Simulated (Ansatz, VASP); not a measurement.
**Al2BP3: VASP beside Ansatz**

```
Al B P
1.0
     3.65422    0.00000    0.00000
    -1.82711    3.16465    0.00000
     0.00000    0.00000   18.47584
Al B P
4 2 6
Cartesian
  0.0000 2.1098 -0.0897
  0.0000 2.1098 12.4387
  1.8271 1.0549 3.2008
  1.8271 1.0549 9.1483
  0.0000 2.1098 6.2184
  1.8271 1.0549 15.4563
  0.0000 2.1098 2.2693
  0.0000 2.1098 8.2103
  0.0000 2.1098 14.8331
  1.8271 1.0549 5.5952
  1.8271 1.0549 11.5072
  1.8271 1.0549 17.4482
```

Alike in both runs: functional PBE; k mesh 6 × 6 × 1; occupations gaussian, width 0.1 eV; no spin polarisation.

Ansatz relaxed the structure, and its values are those at the end. VASP's run is a single point on that final structure, the one shown.

```csv
,VASP,Ansatz
version,VASP 6.6.1,Ansatz 0.2.0
potentials or method,"VASP PAW PBE potentials, release 64 (Al, B, P), cutoff 520 eV","scalar-relativistic, plane waves, PAW"
valence electrons in the cell,48,48
```

```csv
,VASP,Ansatz,Ansatz less VASP
gap on the k mesh at the Fermi level (eV),0.92,0.92,+0.002
least direct gap on the mesh (eV),0.99,0.99,+0.002
pressure (GPa),0.0,0.1,+0.12
rms of the force components (eV/Å),0.009,0.008,-0.0010
```
